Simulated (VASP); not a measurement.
# Hf (P6_3/mmc) in VASP: notebook, part 2 of 2

VASP 6.6.1. Earlier steps stand in the parts before.

**3. Single point, PBEsol**

This run uses another cell than the first one, of 21.61 Å³/atom, 0.965 times its volume.

Contents of INCAR:

```
PREC = Accurate
ENCUT = 520
EDIFF = 1E-6
ISMEAR = 0
SIGMA = 0.1
LREAL = False
LASPH = True
NELM = 80
ALGO = Normal
ISIF = 2
LWAVE = False
LCHARG = False
GGA = PS
NBANDS = 17
```

Contents of KPOINTS:

```
regular mesh
0
Gamma
  15 15 8
```

Contents of POSCAR:

```
Hf
1.0
    3.1602689559      0.0000000000      0.0000000000
   -1.5801344779      2.7368731986      0.0000000000
    0.0000000000      0.0000000000      4.9962244078
Hf
2
Direct
    0.3333333333      0.6666666667      0.2500000000
    0.6666666667      0.3333333333      0.7500000000
```

Potentials or basis: VASP PAW PBE potentials, release 64 (Hf_pv).

Command:

```
cat potpaw_PBE.64/Hf_pv/POTCAR > POTCAR
mpirun -np 1 vasp_std > vasp.out
```

OUTCAR:

```text
PREC = Accurate
   ENCUT = 520
   EDIFF = 1E-6
   ISMEAR = 0
   LREAL = False
   LASPH = True
   NELM = 80
   ISIF = 2
   GGA = PS

 ion  position               nearest neighbor table
   1  0.333  0.667  0.250-   2 3.09   2 3.09   2 3.09   2 3.09   2 3.09   2 3.09
   2  0.667  0.333  0.750-   1 3.09   1 3.09   1 3.09   1 3.09   1 3.09   1 3.09

  LATTYP: Found a hexagonal cell.
 ALAT       =     3.1602689559
 C/A-ratio  =     1.5809491146

  Lattice vectors:

 A1 = (   3.1602689559,   0.0000000000,   0.0000000000)
[... 193 lines left out ...]
      5     -25.0248      2.00000
      6     -25.0248      2.00000
[... 457 lines left out ...]
      4     -25.4813      2.00000
      5     -25.3326      2.00000
      6     -25.2708      2.00000
[... 9 lines left out ...]
     16      11.1666      0.00000
     17      11.6620      0.00000

 [... further k-points ...]
[... 5 lines left out ...]
  --------------------------------------------------------------------------------------
  -------------------------------------------------------------------------------------
  Total       -0.0883416     -0.0883416     -0.1231085     -0.0000000      0.0000000     -0.0000000
  in kB       -3.2753292     -3.2753292     -4.5643383     -0.0000000      0.0000000     -0.0000000
  external PRESSURE =      -3.7049989 kB  Pullay stress =       0.0000000 kB

 VOLUME and BASIS-vectors are now :
 -----------------------------------------------------------------------------
  energy-cutoff  :      520.00
  volume of cell :       43.21
      direct lattice vectors                 reciprocal lattice vectors
     3.160268956  0.000000000  0.000000000     0.316428764  0.182690232  0.000000000
    -1.580134478  2.736873199  0.000000000     0.000000000  0.365380464  0.000000000
     0.000000000  0.000000000  4.996224408     0.000000000  0.000000000  0.200151138

 POSITION                                       TOTAL-FORCE (eV/Angst)
 -----------------------------------------------------------------------------------
     -0.00000      1.82458      1.24906        -0.000000     -0.000000      0.000000
      1.58013      0.91229      3.74717         0.000000      0.000000      0.000000
 -----------------------------------------------------------------------------------
    total drift:                               -0.000000      0.000000     -0.000000

  FREE ENERGIE OF THE ION-ELECTRON SYSTEM (eV)
  ---------------------------------------------------
  free  energy   TOTEN  =       -21.0100726407 eV

  energy  without entropy=      -21.0026298174  energy(sigma->0) =      -21.00635123
```

It took 44 s on 1 thread of Intel Xeon Platinum 8259CL at 2.50GHz (Skylake/Cascade Lake), shared host; peak memory 0.22 GiB.

What came out:

```yaml
Free_energy: -21.0101 eV
Pressure: -0.4 GPa
Band_gap_on_the_k_mesh: zero (band 10 reaches 6.17 eV, above the bottom of band 11 at 4.56 eV)
```

Stress tensor (GPa, compression positive):
```
-0.33  0.00  0.00
 0.00 -0.33  0.00
 0.00  0.00 -0.46
```

Caveat: the PAW data sets were made with another functional, which shifts forces and pressure a little; spin-orbit coupling is left out, which moves the levels of the heavy elements.

**4. Single point, PBEsol**

This run uses another cell than the first one, of 21.64 Å³/atom, 0.967 times its volume.

Contents of INCAR:

```
SYSTEM = Hf
PREC = Accurate ; ENCUT = 520
EDIFF = 1E-6 ; ISMEAR = -1
SIGMA = 0.15 ; LREAL = .False.
LASPH = .True. ; NELM = 100
ALGO = Normal ; ISIF = 2
LWAVE = .False. ; LCHARG = .False.
GGA = PS ; NBANDS = 17
```

Contents of KPOINTS:

```
Automatic mesh
0
Gamma
  15 15 8
  0 0 0
```

Contents of POSCAR:

```
Hf
1.0
    3.1570180145      0.0000000000      0.0000000000
   -1.5785090072      2.7340578008      0.0000000000
    0.0000000000      0.0000000000      5.0134366146
Hf
2
Direct
    0.3333333333      0.6666666667      0.2500000000
    0.6666666667      0.3333333333      0.7500000000
```

Command:

```
cat potpaw_PBE.64/Hf_pv/POTCAR > POTCAR
mpirun -np 1 vasp_std > vasp.out
```

It took 42 s on 1 thread of Intel Xeon Platinum 8259CL at 2.50GHz (Skylake/Cascade Lake), shared host; peak memory 0.22 GiB.

The run converged. Its results:

```
Free energy            : -21.0686 eV
Pressure               : -0.4 GPa
Band gap on the k mesh : zero (band 10 reaches 6.17 eV, above the bottom of band 11 at 4.55 eV)
```

Stress tensor (GPa, compression positive):
```
-0.32  0.00  0.00
 0.00 -0.32  0.00
 0.00  0.00 -0.42
```

Levels at points of the mesh, in eV from the Fermi level:
```tsv
k point	band 6	band 7	band 8	band 9	band 10	band 11	band 12	band 13	band 14	band 15
(0.00, 0.00, 0.00)	-29.98	-7.46	-3.79	0.81	1.23	1.23	1.48	2.07	2.07	2.77
(0.00, 0.00, 0.50)	-30.05	-5.43	-5.43	0.17	0.17	1.12	1.12	1.12	1.12	5.00
```

Caveat: the PAW data sets were made with another functional, which shifts forces and pressure a little; spin-orbit coupling is left out, which moves the levels of the heavy elements.

**5. Overview**

```tsv
cell	k mesh	smearing	gap on the mesh (eV)	pressure (GPa)
a = 3.197, b = 3.197, c = 5.058 Å, angles 90.0, 90.0, 120.0°, 2 atoms	6 × 6 × 4	gaussian 0.1 eV	none	-3.9
a = 3.160, b = 3.160, c = 4.996 Å, angles 90.0, 90.0, 120.0°, 2 atoms	15 × 15 × 8	gaussian 0.1 eV	none	-0.4
a = 3.157, b = 3.157, c = 5.013 Å, angles 90.0, 90.0, 120.0°, 2 atoms	15 × 15 × 8	fermi-dirac 0.15 eV	none	-0.4
```

Alike in all rows: task single point; level PBEsol; potentials or basis VASP PAW PBE potentials, release 64 (Hf_pv); no spin polarisation; cutoff (eV) 520.

Caveats: some runs use coarse meshes; the PAW data sets were made with another functional, which shifts forces and pressure a little; spin-orbit coupling is left out, which moves the levels of the heavy elements.

Absolute energies hang on the potentials; compare differences alone.
